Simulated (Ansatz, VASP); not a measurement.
**Al: VASP beside Ansatz**

```
CELL_PARAMETERS angstrom
4.58163 0.00000 0.00000
-2.29081 3.96781 0.00000
0.00000 0.00000 2.83809
ATOMIC_POSITIONS crystal
Al 0.00000 0.00000 0.00000
Al 0.33333 0.66667 0.50000
Al 0.66667 0.33333 0.50000
```

Alike in both runs: functional PBE; k mesh 8 × 8 × 11; occupations fermi-dirac, width 0.08 eV; no spin polarisation.

Ansatz relaxed the structure, and its values are those at the end. VASP's run is a single point on that final structure, the one shown.

```csv
,VASP,Ansatz
version,VASP 6.6.1,Ansatz 0.2.0
potentials or method,"VASP PAW PBE potentials, release 64 (Al), cutoff 520 eV","PAW with Ansatz's default frozen-core files, scalar-relativistic"
valence electrons in the cell,9,9
```

|  | VASP | Ansatz | Ansatz less VASP |
| --- | --- | --- | --- |
| gap on the k mesh at the Fermi level (eV) | none | none | - |
| pressure (GPa) | 0.0 | 0.0 | +0.02 |

A gap of «none» marks a metal or a gap that the smearing closes. With one functional, cell and mesh, what is left measures potentials, basis and numerics.
